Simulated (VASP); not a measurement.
# Ca3Ti (Pm-3n) in VASP: single point with r2SCAN

Aim: the single point of Ca3Ti with r2SCAN.

Program: VASP 6.6.1. These are calculated values, not measurements. Logs are shortened: lines on timing, memory, paths and dates and some standing lists are left out, and cuts for length are marked.

### 1 The cell of the first run

The structure is cubic, space group Pm-3n (No. 223). The conventional cell has a = 6.507 Å, b = 6.507 Å, c = 6.507 Å, α = 90.00°, β = 90.00°, γ = 90.00°. Within 4.3 Å of Ca (site symmetry -4m2) lie 10 Ca at 3.25 to 3.98 Å and 4 Ti at 3.64 Å. Within 4.8 Å of Ti (site symmetry m-3) lie 12 Ca at 3.64 Å.

### 2 Single point, r2SCAN

Contents of POSCAR:

```
Ca3Ti
1.0
    6.5071701399      0.0000000000      0.0000000000
    0.0000000000      6.5071701399      0.0000000000
    0.0000000000      0.0000000000      6.5071701399
Ca Ti
6 2
Direct
    0.0000000000      0.5000000000      0.2500000000
    0.0000000000      0.5000000000      0.7500000000
    0.2500000000      0.0000000000      0.5000000000
    0.7500000000      0.0000000000      0.5000000000
    0.5000000000      0.7500000000      0.0000000000
    0.5000000000      0.2500000000      0.0000000000
    0.0000000000      0.0000000000      0.0000000000
    0.5000000000      0.5000000000      0.5000000000
```

Contents of INCAR.step1:

```
PREC = Accurate ; ENCUT = 550
ISMEAR = 0 ; SIGMA = 0.1
LREAL = False ; LASPH = True
NELM = 120 ; NBANDS = 52
GGA = PE ; ALGO = Normal
EDIFF = 1E-5 ; LWAVE = True
LCHARG = False ; GGA_COMPAT = False
```

Contents of INCAR.step2:

```
PREC = Accurate ; ENCUT = 550
EDIFF = 1E-6 ; ISMEAR = 0
SIGMA = 0.1 ; LREAL = False
LASPH = True ; NELM = 120
ALGO = Normal ; ISIF = 2
LWAVE = False ; LCHARG = False
METAGGA = R2SCAN ; LMIXTAU = True
NBANDS = 52 ; ISTART = 1
GGA_COMPAT = False
```

Contents of KPOINTS:

```
Automatic mesh
0
Gamma
  6 6 6
```

Potentials or basis: VASP PAW PBE potentials, release 64 (Ca_sv, Ti_sv).

On the command line:

```
$ cat potpaw_PBE.64/Ca_sv/POTCAR potpaw_PBE.64/Ti_sv/POTCAR > POTCAR
$ cp INCAR.step1 INCAR
$ mpirun -np 1 vasp_std > vasp.out
$ cp INCAR.step2 INCAR
$ mpirun -np 1 vasp_std > vasp.out
```

OUTCAR:

```text
PREC = Accurate
   ENCUT = 550
   EDIFF = 1E-6
   ISMEAR = 0
   LREAL = False
   LASPH = True
   NELM = 120
   ISIF = 2
   METAGGA = R2SCAN
   ISTART = 1

 ion  position               nearest neighbor table
   1  0.000  0.500  0.250-
   2  0.000  0.500  0.750-
   3  0.250  0.000  0.500-
   4  0.750  0.000  0.500-
   5  0.500  0.750  0.000-
   6  0.500  0.250  0.000-
   7  0.000  0.000  0.000-
   8  0.500  0.500  0.500-

  LATTYP: Found a simple cubic cell.
 ALAT       =     6.5071701399

  Lattice vectors:

 A1 = (   6.5071701399,   0.0000000000,   0.0000000000)
 A2 = (   0.0000000000,   6.5071701399,   0.0000000000)
 A3 = (   0.0000000000,   0.0000000000,   6.5071701399)

Analysis of symmetry for initial positions (statically):
=====================================================================
 Subroutine PRICEL returns:
 Original cell was already a primitive cell.

 Routine SETGRP: Setting up the symmetry group for a
 simple cubic supercell.

 Subroutine GETGRP returns: Found 48 space group operations
 (whereof 24 operations were pure point group operations)
 out of a pool of 48 trial point group operations.

The static configuration has the point symmetry T_h .
 The point group associated with its full space group is O_h .

Analysis of symmetry for dynamics (positions and initial velocities):
=====================================================================
 Subroutine PRICEL returns:
 Original cell was already a primitive cell.

 Routine SETGRP: Setting up the symmetry group for a
 simple cubic supercell.

 Subroutine GETGRP returns: Found 48 space group operations
 (whereof 24 operations were pure point group operations)
 out of a pool of 48 trial point group operations.

The dynamic configuration has the point symmetry T_h .
 The point group associated with its full space group is O_h .

 Subroutine INISYM returns: Found 48 space group operations
 (whereof 24 operations are pure point group operations),
 and found     1 'primitive' translations

----------------------------------------------------------------------------------------

                                     Primitive cell

  volume of cell :     275.5348

  direct lattice vectors                    reciprocal lattice vectors
     6.507170140  0.000000000  0.000000000     0.153676633  0.000000000  0.000000000
     0.000000000  6.507170140  0.000000000     0.000000000  0.153676633  0.000000000
     0.000000000  0.000000000  6.507170140     0.000000000  0.000000000  0.153676633

  length of vectors
     6.507170140  6.507170140  6.507170140     0.153676633  0.153676633  0.153676633

  position of ions in fractional coordinates (direct lattice)
     0.000000000  0.500000000  0.250000000
     0.000000000  0.500000000  0.750000000
     0.250000000  0.000000000  0.500000000
     0.750000000  0.000000000  0.500000000
     0.500000000  0.750000000  0.000000000
     0.500000000  0.250000000  0.000000000
     0.000000000  0.000000000  0.000000000
     0.500000000  0.500000000  0.500000000

  ion indices of the primitive-cell ions
   primitive index   ion index
                 1           1
                 2           2
                 3           3
                 4           4
                 5           5
                 6           6
                 7           7
                 8           8

----------------------------------------------------------------------------------------

 KPOINTS: Automatic mesh

Automatic generation of k-mesh.
 Grid dimensions read from file:
 generate k-points for:    6    6    6

 Generating k-lattice:

  Cartesian coordinates                     Fractional coordinates (reciprocal lattice)
     0.025612772  0.000000000  0.000000000     0.166666667  0.000000000  0.000000000
     0.000000000  0.025612772  0.000000000     0.000000000  0.166666667  0.000000000
     0.000000000  0.000000000  0.025612772     0.000000000  0.000000000  0.166666667

  Length of vectors
     0.025612772  0.025612772  0.025612772

  Shift w.r.t. Gamma in fractional coordinates (k-lattice)
     0.000000000  0.000000000  0.000000000

 Subroutine IBZKPT returns following result:
 ===========================================

 Found     20 irreducible k-points:

 Following reciprocal coordinates:
            Coordinates               Weight
  0.000000  0.000000  0.000000      1.000000
  0.166667  0.000000  0.000000      6.000000
  0.333333  0.000000  0.000000      6.000000
  0.500000  0.000000  0.000000      3.000000
  0.166667  0.166667  0.000000     12.000000
  0.333333  0.166667  0.000000     24.000000
[... 12 lines left out ...]
  0.500000  0.500000  0.333333      6.000000
  0.500000  0.500000  0.500000      1.000000
   k-points           NKPTS =     20   k-points in BZ     NKDIM =     20   number of bands    NBANDS=     52
   number of dos      NEDOS =    301   number of ions     NIONS =      8
   total plane-waves  NPLWV = 125000
   dimension x,y,z NGX =    50 NGY =   50 NGZ =   50
   dimension x,y,z NGXF=   100 NGYF=  100 NGZF=  100
   ions per type =               6   2
   NGX,Y,Z   is equivalent  to a cutoff of  12.77, 12.77, 12.77 a.u.
   NGXF,Y,Z  is equivalent  to a cutoff of  25.55, 25.55, 25.55 a.u.
 SYSTEM =  unknown system
   PREC   = accura    normal or accurate (medium, high low for compatibility)
   ISTART =      1    job   : 0-new  1-cont  2-samecut
   ICHARG =      0    charge: 1-file 2-atom 10-const
   ISPIN  =      1    spin polarized calculation?
   LNONCOLLINEAR =      F non collinear calculations
   LSORBIT =      F    spin-orbit coupling
   LASPH  =      T    aspherical Exc in radial PAW
   ENCUT  =  550.0 eV  40.42 Ry    6.36 a.u.  12.44 12.44 12.44*2*pi/ulx,y,z
   NELM   =    120;   NELMIN=  2; NELMDL=  0     # of ELM steps
   EDIFF  = 0.1E-05   stopping-criterion for ELM
   LREAL  =      F    real-space projection
   EDIFFG = 0.1E-04   stopping-criterion for IOM
   NSW    =      0    number of steps for IOM
   IBRION =     -1    ionic relax: 0-MD 1-quasi-New 2-CG
   NFREE  =      0    steps in history (QN), initial steepest desc. (CG)
   ISIF   =      2    stress and relaxation
   ISYM   =      2    0-nonsym 1-usesym 2-fastsym
   POTIM  = 0.5000    time-step for ionic-motion
   TEBEG  =    0.0;   TEEND  =   0.0 temperature during run
   PSTRESS=    0.0 pullay stress
   NELECT =      84.0000    total number of electrons
   NUPDOWN=      -1.0000    fix difference up-down
   EMIN   =  10.00;   EMAX   =-10.00  energy-range for DOS
   EFERMI =   0.00;   METHOD = LEGACY
   ISMEAR =     0;   SIGMA  =   0.10  broadening in eV -4-tet -1-fermi 0-gaus
   EFERMI_NEDOS =   21; number of points for ismear=-14 and -15
   IALGO  =     38    algorithm
   IMIX   =      4    mixing-type and parameters
     AMIX     =   0.40;   BMIX     =  1.00
     AMIX_MAG =   1.60;   BMIX_MAG =  1.00
  volume/ion in A,a.u.               =      34.44       232.43
  Fermi-wavevector in a.u.,A,eV,Ry     =   1.101816  2.082130 16.517454  1.213999
  Thomas-Fermi vector in A             =   2.238249
   LORBIT       =      0    0 simple, 1 ext, 2 COOP (PROOUT), +10 PAW based schemes
   METAGGA = R2SCAN    functional components
   LHFCALC =     F    Hartree Fock is set to
   AEXX    =    0.0000 exact exchange contribution
   IVDW    =     0    specifies the selected vdW correction
   LEPSILON=     F    determine dielectric tensor
   LRPA    =     F    only Hartree local field effects (RPA)
 non-spin polarized calculation
 Gauss-broadening in eV      SIGMA  =   0.10
  energy-cutoff  :      550.00
  volume of cell :      275.53
 maximum number of plane-waves:      8144
 NGX is ok and might be reduce to    50
   NGX = 25   NGY = 25   NGZ = 25

 number of electron      84.0000019 magnetization

 Free energy of the ion-electron system (eV)
  ---------------------------------------------------
  ext. energy  EPLUGINS =         0.00000000
  ---------------------------------------------------
  free energy    TOTEN  =       -63.21005026 eV

  energy without entropy =      -63.06049273  energy(sigma->0) =      -63.13527150

 E-fermi :   2.8153     XC(G=0):  -8.9845

 val. band max:        2.8151616273   @ k =   0.5000   0.5000   0.1667
 cond. band min:       2.8173429581   @ k =   0.1667   0.1667   0.0000
 fundamental gap:      0.0021813307
 Fermi energy:         2.8153418296

 k-point     1 :       0.0000    0.0000    0.0000
  band No.  band energies     occupation
      1     -56.9663      2.00000
      2     -56.9663      2.00000
      3     -40.4091      2.00000
      4     -40.3975      2.00000
      5     -40.3975      2.00000
      6     -40.3561      2.00000
[... 44 lines left out ...]
     51       3.5726      0.00000
     52       3.5726      0.00000

 k-point     2 :       0.1667    0.0000    0.0000
  band No.  band energies     occupation
      1     -56.9663      2.00000
      2     -56.9663      2.00000
      3     -40.4077      2.00000
      4     -40.3981      2.00000
      5     -40.3954      2.00000
      6     -40.3591      2.00000
[... 44 lines left out ...]
     51       3.5097      0.00000
     52       3.7032      0.00000

 k-point     3 :       0.3333    0.0000    0.0000
  band No.  band energies     occupation
      1     -56.9663      2.00000
      2     -56.9663      2.00000
      3     -40.4049      2.00000
      4     -40.3997      2.00000
      5     -40.3886      2.00000
      6     -40.3672      2.00000
[... 44 lines left out ...]
     51       3.7380      0.00000
     52       3.9478      0.00000
[... 826 lines left out ...]
 k-point    19 :       0.5000    0.5000    0.3333
  band No.  band energies     occupation
      1     -56.9663      2.00000
      2     -56.9663      2.00000
      3     -40.3901      2.00000
      4     -40.3808      2.00000
      5     -40.3788      2.00000
      6     -40.3788      2.00000
[... 44 lines left out ...]
     51       4.2811      0.00000
     52       4.4946      0.00000

 k-point    20 :       0.5000    0.5000    0.5000
  band No.  band energies     occupation
      1     -56.9663      2.00000
      2     -56.9663      2.00000
      3     -40.3788      2.00000
      4     -40.3788      2.00000
      5     -40.3788      2.00000
      6     -40.3788      2.00000
[... 44 lines left out ...]
     51       4.6307      0.00000
     52       4.6307      0.00000

------------------------ aborting loop because EDIFF is reached ----------------------------------------

  FORCE on cell =-STRESS in cart. coord.  units (eV):
  Direction    XX          YY          ZZ          XY          YZ          ZX
  --------------------------------------------------------------------------------------
  -------------------------------------------------------------------------------------
  Total        0.1867697      0.1867697      0.1867697      0.0000000     -0.0000000     -0.0000000
  in kB        1.0860266      1.0860266      1.0860266      0.0000000     -0.0000000     -0.0000000
  external PRESSURE =       1.0860266 kB  Pullay stress =       0.0000000 kB

 VOLUME and BASIS-vectors are now :
 -----------------------------------------------------------------------------
  energy-cutoff  :      550.00
  volume of cell :      275.53
      direct lattice vectors                 reciprocal lattice vectors
     6.507170140  0.000000000  0.000000000     0.153676633  0.000000000  0.000000000
     0.000000000  6.507170140  0.000000000     0.000000000  0.153676633  0.000000000
     0.000000000  0.000000000  6.507170140     0.000000000  0.000000000  0.153676633

 POSITION                                       TOTAL-FORCE (eV/Angst)
 -----------------------------------------------------------------------------------
      0.00000      3.25359      1.62679        -0.000000      0.000000      0.000000
      0.00000      3.25359      4.88038        -0.000000     -0.000000     -0.000000
      1.62679      0.00000      3.25359        -0.000000      0.000000     -0.000000
      4.88038      0.00000      3.25359         0.000000      0.000000      0.000000
      3.25359      4.88038      0.00000        -0.000000     -0.000000     -0.000000
      3.25359      1.62679      0.00000         0.000000     -0.000000     -0.000000
      0.00000      0.00000      0.00000         0.000000     -0.000000      0.000000
      3.25359      3.25359      3.25359         0.000000     -0.000000      0.000000
 -----------------------------------------------------------------------------------
    total drift:                                0.000000     -0.000000     -0.000000

  FREE ENERGIE OF THE ION-ELECTRON SYSTEM (eV)
  ---------------------------------------------------
  free  energy   TOTEN  =       -63.2100502596 eV

  energy  without entropy=      -63.0604927338  energy(sigma->0) =      -63.13527150
```

Wall time 13 min (1 thread of Intel Xeon Platinum 8481C at 2.70GHz (Sapphire Rapids), shared host); peak memory 0.54 GiB.

What came out:

```
Free energy            : -63.2101 eV
Pressure               : 0.1 GPa
Band gap on the k mesh : zero (bands 42 and 43 overlap by 0.02 eV)
```

Caveat: the PAW data sets were made with another functional, which shifts forces and pressure a little.
